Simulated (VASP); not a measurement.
Set up this calculation in VASP 6.6.1, as the native input.

- Task: single point
- Functional: PBEsol
- Potentials or basis: VASP PAW PBE potentials, release 64 (Cu, Cl)
- Cutoff: 520 eV
- k mesh: 8 × 8 × 8
- Occupations: fermi-dirac, width 0.05 eV
- Spin: no spin polarisation
- Dipole correction: no
- Further INCAR settings: ALGO = Normal; EDIFF = 1e-06; NBANDS = 20

The structure of CuCl2 lies in POSCAR:

```
CuCl2
1.0
   -2.2845316001      2.2845316001      6.9501752337
    2.2845316001     -2.2845316001      6.9501752337
    2.2845316001      2.2845316001     -6.9501752337
Cu Cl
1 2
Direct
    0.0000000000      0.0000000000      0.0000000000
    0.0000000000      0.5000000000      0.5000000000
    0.5000000000      0.0000000000      0.5000000000
```

These files were run (other wordings do the same):

INCAR

```
SYSTEM = CuCl2
ALGO     = Normal         ! electronic algorithm
EDIFF    = 1E-6           ! SCF threshold, eV
ENCUT    = 520            ! plane-wave cutoff, eV
GGA      = PS             ! functional
ISIF     = 2              ! what is computed and relaxed
ISMEAR   = -1             ! smearing method
LASPH    = .True.         ! aspherical terms in the spheres
LCHARG   = .False.        ! write CHGCAR
LREAL    = .False.        ! projectors in reciprocal space
LWAVE    = .False.        ! write WAVECAR
NBANDS   = 20             ! bands
NELM     = 100            ! most SCF steps
PREC     = Accurate       ! precision mode
SIGMA    = 0.05           ! smearing width, eV
```

KPOINTS

```
k-points
0
Gamma
  8 8 8
  0 0 0
```

Potentials or basis: VASP PAW PBE potentials, release 64 (Cu, Cl).

The run is started by

```console
$ cat potpaw_PBE.64/Cu/POTCAR potpaw_PBE.64/Cl/POTCAR > POTCAR
$ mpirun -np 1 vasp_std > vasp.out
```

It gave:

```json
{"Pressure": "-1.6 GPa", "Band gap on the k mesh": "zero (an odd number of electrons rules out a gap without spin polarisation)"}
```

Caveat: the PAW data sets were made with another functional, which shifts forces and pressure a little; an odd number of electrons without spin polarisation forces a metal; a magnetic or distorted state may lie lower.

It took 3.3 min on 1 thread of Intel(R) Xeon(R) 6975P-C (Granite Rapids) (shared host), peak memory 0.55 GiB.
